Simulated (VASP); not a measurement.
# Mg3Te (I4/mmm) in VASP: a series of runs

The runs below take Mg3Te through single point, with PBEsol+D3(BJ), PBEsol+D4, PBEsol.

Everything below comes from runs of VASP 6.6.1. Logs are shortened: lines on timing, memory, paths and dates and some standing lists are left out, and cuts for length are marked.

### 1 The cell of the first run

The structure is tetragonal, space group I4/mmm (No. 139). The conventional cell has a = 4.216 Å, b = 4.216 Å, c = 9.924 Å, α = 90.00°, β = 90.00°, γ = 90.00°. Te (site symmetry 4/mmm) has 12 Mg at 2.98 to 3.26 Å within 3.9 Å. Within 3.9 Å of Mg (site symmetry -4m2) lie 8 Mg at 2.98 to 3.26 Å and 4 Te at 3.26 Å. Mg (site symmetry 4/mmm) has 4 Te at 2.98 Å and 8 Mg at 3.26 Å within 3.9 Å.

### 2 Single point, PBEsol+D3(BJ)

The input, INCAR:

```
PREC = Accurate ; ENCUT = 520
EDIFF = 1E-6 ; ISMEAR = -1
SIGMA = 0.05 ; LREAL = F
LASPH = T ; NELM = 80
ALGO = Normal ; ISIF = 2
LWAVE = F ; LCHARG = T
GGA = PS ; IVDW = 12
LELF = T ; LVHAR = T
NBANDS = 14
```

The input, KPOINTS:

```
regular mesh
0
Gamma
  9 9 9
```

The input, POSCAR:

```
Mg3Te
1.0
   -2.1081640440      2.1081640440      4.9618889543
    2.1081640440     -2.1081640440      4.9618889543
    2.1081640440      2.1081640440     -4.9618889543
Te Mg
1 3
Direct
    0.0000000000      0.0000000000      0.0000000000
    0.2500000000      0.7500000000      0.5000000000
    0.7500000000      0.2500000000      0.5000000000
    0.5000000000      0.5000000000      0.0000000000
```

Potentials or basis: VASP PAW PBE potentials, release 64 (Te, Mg).

The run is started by

```bash
cat potpaw_PBE.64/Te/POTCAR potpaw_PBE.64/Mg/POTCAR > POTCAR
mpirun -np 1 vasp_std > vasp.out
```

OUTCAR:

```text
PREC = Accurate
   ENCUT = 520
   EDIFF = 1E-6
   ISMEAR = -1
   LREAL = F
   LASPH = T
   NELM = 80
   ISIF = 2
   GGA = PS
   IVDW = 12
 IVDW          = 12

 ion  position               nearest neighbor table
   1  0.000  0.000  0.000-   4 2.98   4 2.98   4 2.98   4 2.98   3 3.26   3 3.26   2 3.26   2 3.26
                             3 3.26   2 3.26   3 3.26   2 3.26
   2  0.250  0.750  0.500-   3 2.98   3 2.98   3 2.98   3 2.98   1 3.26   1 3.26   4 3.26   4 3.26
                             4 3.26   1 3.26   4 3.26   1 3.26
   3  0.750  0.250  0.500-   2 2.98   2 2.98   2 2.98   2 2.98   4 3.26   4 3.26   1 3.26   1 3.26
                             4 3.26   1 3.26   4 3.26   1 3.26
   4  0.500  0.500  0.000-   1 2.98   1 2.98   1 2.98   1 2.98   2 3.26   2 3.26   3 3.26   3 3.26
                             3 3.26   2 3.26   3 3.26   2 3.26

  LATTYP: Found a body centered tetragonal cell.
 ALAT       =     4.2163280880
 C/A-ratio  =     2.3536541041

  Lattice vectors:

 A1 = (  -2.1081640440,   2.1081640440,   4.9618889543)
 A2 = (   2.1081640440,  -2.1081640440,   4.9618889543)
 A3 = (   2.1081640440,   2.1081640440,  -4.9618889543)

Analysis of symmetry for initial positions (statically):
=====================================================================
 Subroutine PRICEL returns:
 Original cell was already a primitive cell.

 Routine SETGRP: Setting up the symmetry group for a
 body centered tetragonal supercell.

 Subroutine GETGRP returns: Found 16 space group operations
 (whereof 16 operations were pure point group operations)
 out of a pool of 16 trial point group operations.

The static configuration has the point symmetry D_4h.

Analysis of symmetry for dynamics (positions and initial velocities):
=====================================================================
 Subroutine PRICEL returns:
 Original cell was already a primitive cell.

 Routine SETGRP: Setting up the symmetry group for a
 body centered tetragonal supercell.

 Subroutine GETGRP returns: Found 16 space group operations
 (whereof 16 operations were pure point group operations)
 out of a pool of 16 trial point group operations.

The dynamic configuration has the point symmetry D_4h.

 Subroutine INISYM returns: Found 16 space group operations
 (whereof 16 operations are pure point group operations),
 and found     1 'primitive' translations

----------------------------------------------------------------------------------------

                                     Primitive cell

  volume of cell :      88.2096

  direct lattice vectors                    reciprocal lattice vectors
    -2.108164044  2.108164044  4.961888954     0.000000000  0.237173194  0.100768075
     2.108164044 -2.108164044  4.961888954     0.237173194  0.000000000  0.100768075
     2.108164044  2.108164044 -4.961888954     0.237173194  0.237173194  0.000000000

  length of vectors
     5.788700482  5.788700482  5.788700482     0.257692315  0.257692315  0.335413548

  position of ions in fractional coordinates (direct lattice)
     0.000000000  0.000000000  0.000000000
     0.250000000  0.750000000  0.500000000
     0.750000000  0.250000000  0.500000000
     0.500000000  0.500000000  0.000000000

  ion indices of the primitive-cell ions
   primitive index   ion index
                 1           1
                 2           2
                 3           3
                 4           4

----------------------------------------------------------------------------------------

 KPOINTS: regular mesh

Automatic generation of k-mesh.
 Grid dimensions read from file:
 generate k-points for:    9    9    9

 Generating k-lattice:

  Cartesian coordinates                     Fractional coordinates (reciprocal lattice)
     0.000000000  0.026352577  0.011196453     0.111111111 -0.000000000  0.000000000
     0.026352577  0.000000000  0.011196453    -0.000000000  0.111111111  0.000000000
     0.026352577  0.026352577  0.000000000     0.000000000  0.000000000  0.111111111

  Length of vectors
     0.028632479  0.028632479  0.037268172

  Shift w.r.t. Gamma in fractional coordinates (k-lattice)
     0.000000000  0.000000000  0.000000000

 Subroutine IBZKPT returns following result:
 ===========================================

 Found     75 irreducible k-points:

 Following reciprocal coordinates:
            Coordinates               Weight
  0.000000  0.000000  0.000000      1.000000
  0.111111  0.000000 -0.000000      8.000000
  0.222222  0.000000 -0.000000      8.000000
  0.333333  0.000000  0.000000      8.000000
  0.444444  0.000000 -0.000000      8.000000
  0.111111  0.111111 -0.000000      8.000000
[... 16 lines left out ...]
 -0.333333  0.333333  0.000000      4.000000
  0.444444  0.444444 -0.000000      8.000000
 [... further k-points ...]
   k-points           NKPTS =     75   k-points in BZ     NKDIM =     75   number of bands    NBANDS=     14
   number of dos      NEDOS =    301   number of ions     NIONS =      4
   total plane-waves  NPLWV = 110592
   dimension x,y,z NGX =    48 NGY =   48 NGZ =   48
   dimension x,y,z NGXF=    96 NGYF=   96 NGZF=   96
   ions per type =               1   3
   NGX,Y,Z   is equivalent  to a cutoff of  13.79, 13.79, 13.79 a.u.
   NGXF,Y,Z  is equivalent  to a cutoff of  27.57, 27.57, 27.57 a.u.
 SYSTEM =  unknown system
   PREC   = accura    normal or accurate (medium, high low for compatibility)
   ISTART =      0    job   : 0-new  1-cont  2-samecut
   ICHARG =      2    charge: 1-file 2-atom 10-const
   ISPIN  =      1    spin polarized calculation?
   LNONCOLLINEAR =      F non collinear calculations
   LSORBIT =      F    spin-orbit coupling
   LASPH  =      T    aspherical Exc in radial PAW
   ENCUT  =  520.0 eV  38.22 Ry    6.18 a.u.  10.76 10.76 10.76*2*pi/ulx,y,z
   NELM   =     80;   NELMIN=  2; NELMDL= -5     # of ELM steps
   EDIFF  = 0.1E-05   stopping-criterion for ELM
   LREAL  =      F    real-space projection
   EDIFFG = 0.1E-04   stopping-criterion for IOM
   NSW    =      0    number of steps for IOM
   IBRION =     -1    ionic relax: 0-MD 1-quasi-New 2-CG
   NFREE  =      0    steps in history (QN), initial steepest desc. (CG)
   ISIF   =      2    stress and relaxation
   ISYM   =      2    0-nonsym 1-usesym 2-fastsym
   POTIM  = 0.5000    time-step for ionic-motion
   TEBEG  =    0.0;   TEEND  =   0.0 temperature during run
   PSTRESS=    0.0 pullay stress
   NELECT =      12.0000    total number of electrons
   NUPDOWN=      -1.0000    fix difference up-down
   EMIN   =  10.00;   EMAX   =-10.00  energy-range for DOS
   EFERMI =   0.00;   METHOD = LEGACY
   ISMEAR =    -1;   SIGMA  =   0.05  broadening in eV -4-tet -1-fermi 0-gaus
   EFERMI_NEDOS =   21; number of points for ismear=-14 and -15
   IALGO  =     38    algorithm
   IMIX   =      4    mixing-type and parameters
     AMIX     =   0.40;   BMIX     =  1.00
     AMIX_MAG =   1.60;   BMIX_MAG =  1.00
  volume/ion in A,a.u.               =      22.05       148.82
  Fermi-wavevector in a.u.,A,eV,Ry     =   0.841970  1.591093  9.645354  0.708914
  Thomas-Fermi vector in A             =   1.956601
   LORBIT       =      0    0 simple, 1 ext, 2 COOP (PROOUT), +10 PAW based schemes
   GGA     = PS    functional components
   LHFCALC =     F    Hartree Fock is set to
   AEXX    =    0.0000 exact exchange contribution
   IVDW    =    12    specifies the selected vdW correction
   LEPSILON=     F    determine dielectric tensor
   LRPA    =     F    only Hartree local field effects (RPA)
 non-spin polarized calculation
  energy-cutoff  :      520.00
  volume of cell :       88.21
 maximum number of plane-waves:      2393
 NGX is ok and might be reduce to    48
   NGX = 21   NGY = 21   NGZ = 21

 number of electron      12.0000000 magnetization

 Free energy of the ion-electron system (eV)
  ---------------------------------------------------
  ext. energy  EPLUGINS =         0.00000000
  ---------------------------------------------------
  free energy    TOTEN  =        -9.38432515 eV

  energy without entropy =       -9.36946483  energy(sigma->0) =       -9.37689499

 E-fermi :   5.2610     XC(G=0):  -9.3382

 val. band max:        5.2571706939   @ k =  -0.1111  -0.4444   0.1111
 cond. band min:       5.2690166442   @ k =  -0.4444   0.2222   0.0000
 fundamental gap:      0.0118459503
 Fermi energy:         5.2609565146

 k-point     1 :       0.0000    0.0000    0.0000
  band No.  band energies     occupation
      1      -7.4741      2.00000
      2       0.7833      2.00000
      3       1.0314      2.00000
      4       2.3353      2.00000
      5       2.3353      2.00000
      6       5.6481      0.00087
      7       6.2782      0.00000
      8       6.6373      0.00000
      9       6.6373      0.00000
     10       6.6555      0.00000
     11       8.9010      0.00000
     12      11.6629      0.00000
     13      11.6756      0.00000
     14      11.6756      0.00000

 k-point     2 :       0.1111    0.0000   -0.0000
  band No.  band energies     occupation
      1      -7.4145      2.00000
      2       0.3968      2.00000
      3       1.1668      2.00000
      4       2.2549      2.00000
      5       2.3777      2.00000
      6       5.2071      1.49216
      7       5.9666      0.00000
      8       6.7679      0.00000
      9       7.1280      0.00000
     10       7.3723      0.00000
     11       9.6545      0.00000
     12      10.1949      0.00000
     13      11.0601      0.00000
     14      13.2929      0.00000

 k-point     3 :       0.2222    0.0000   -0.0000
  band No.  band energies     occupation
      1      -7.2532      2.00000
      2      -0.1830      2.00000
      3       0.8057      2.00000
      4       2.4936      2.00000
      5       2.6176      2.00000
      6       4.3055      2.00000
      7       6.2239      0.00000
      8       7.1362      0.00000
      9       8.0656      0.00000
     10       8.4631      0.00000
     11       9.0150      0.00000
     12       9.9729      0.00000
     13      11.1329      0.00000
     14      12.3242      0.00000

 k-point     4 :       0.3333    0.0000    0.0000
  band No.  band energies     occupation
      1      -7.0474      2.00000
      2      -0.8550      2.00000
      3       0.6064      2.00000
      4       2.5298      2.00000
      5       2.6437      2.00000
      6       4.4827      2.00000
      7       6.4899      0.00000
      8       7.5064      0.00000
      9       8.4204      0.00000
     10       8.4317      0.00000
     11       8.8699      0.00000
     12      10.3164      0.00000
     13      10.6865      0.00000
     14      11.6229      0.00000

 k-point     5 :       0.4444    0.0000   -0.0000
  band No.  band energies     occupation
      1      -6.8963      2.00000
      2      -1.2985      2.00000
      3       0.6056      2.00000
      4       2.1408      2.00000
      5       2.7557      2.00000
      6       5.4467      0.04754
      7       6.4324      0.00000
      8       7.3352      0.00000
      9       7.9545      0.00000
     10       8.5958      0.00000
     11       8.9980      0.00000
[... 276 lines left out ...]
 k-point    22 :      -0.4444    0.3333    0.0000
  band No.  band energies     occupation
      1      -6.5963      2.00000
      2      -0.5932      2.00000
      3       0.3698      2.00000
      4       1.0736      2.00000
      5       3.0963      2.00000
      6       3.7769      2.00000
      7       4.6293      1.99999
      8       5.6735      0.00052
      9       7.6850      0.00000
     10       8.9035      0.00000
     11      10.9047      0.00000
     12      11.6981      0.00000
     13      12.4454      0.00000
     14      13.7502      0.00000

 k-point    23 :      -0.3333    0.3333    0.0000
  band No.  band energies     occupation
      1      -6.7273      2.00000
      2      -0.4101      2.00000
      3       0.4180      2.00000
      4       1.2484      2.00000
      5       3.3280      2.00000
      6       3.9895      2.00000
      7       4.2339      2.00000
      8       5.1052      1.91509
      9       8.9252      0.00000
     10       9.3611      0.00000
     11      11.0271      0.00000
     12      11.1268      0.00000
     13      12.3953      0.00000
     14      13.8222      0.00000

 k-point    24 :       0.4444    0.4444   -0.0000
  band No.  band energies     occupation
      1      -6.4777      2.00000
      2      -0.3696      2.00000
      3      -0.0362      2.00000
      4       1.0087      2.00000
      5       2.6354      2.00000
      6       3.7806      2.00000
      7       5.1360      1.84810
      8       6.2168      0.00000
      9       6.9692      0.00000
     10       7.4365      0.00000
     11      11.1979      0.00000
     12      12.0417      0.00000
     13      13.5639      0.00000
     14      13.8335      0.00000

 [... further k-points ...]

------------------------ aborting loop because EDIFF is reached ----------------------------------------

 Edisp (eV)   -1.38255

 E8    (eV) :    -0.9246

  FORCE on cell =-STRESS in cart. coord.  units (eV):
  Direction    XX          YY          ZZ          XY          YZ          ZX
  --------------------------------------------------------------------------------------
  -------------------------------------------------------------------------------------
  Total      -0.02748    -0.02748    -0.00865     0.00000    -0.00000     0.00000
  in kB      -0.49908    -0.49908    -0.15712     0.00000    -0.00000     0.00000
  external pressure =       -0.39 kB  Pullay stress =        0.00 kB

 VOLUME and BASIS-vectors are now :
 -----------------------------------------------------------------------------
  energy-cutoff  :      520.00
  volume of cell :       88.21
      direct lattice vectors                 reciprocal lattice vectors
    -2.108164044  2.108164044  4.961888954     0.000000000  0.237173194  0.100768075
     2.108164044 -2.108164044  4.961888954     0.237173194  0.000000000  0.100768075
     2.108164044  2.108164044 -4.961888954     0.237173194  0.237173194  0.000000000

 POSITION                                       TOTAL-FORCE (eV/Angst)
 -----------------------------------------------------------------------------------
      0.00000      0.00000      0.00000        -0.000000      0.000000     -0.000000
      2.10816      0.00000      2.48094         0.000000     -0.000000      0.000000
      0.00000      2.10816      2.48094        -0.000000      0.000000     -0.000000
      0.00000      0.00000      4.96189        -0.000000      0.000000     -0.000000
 -----------------------------------------------------------------------------------
    total drift:                                0.000000     -0.000000     -0.000000

  FREE ENERGIE OF THE ION-ELECTRON SYSTEM (eV)
  ---------------------------------------------------
  free  energy   TOTEN  =       -10.7668774428 eV

  energy  without entropy=      -10.7520171211  energy(sigma->0) =      -10.75944728
```

Run time: 2 min. Hardware: 1 thread of Intel Xeon Platinum 8488C (Sapphire Rapids), shared host; peak memory 0.38 GiB.

Results:

* Free energy: -10.7669 eV
* Pressure: 0.0 GPa
* Band gap on the k mesh: zero (band 6 reaches 6.01 eV, above the bottom of band 7 at 4.19 eV)
* Dispersion energy per atom: -0.346 eV

Caveat: the PAW data sets were made with another functional, which shifts forces and pressure a little; spin-orbit coupling is left out, which moves the levels of the heavy elements; pairwise dispersion overbinds metals, which lowers pressure and volume.

[end of part 1 of 2]
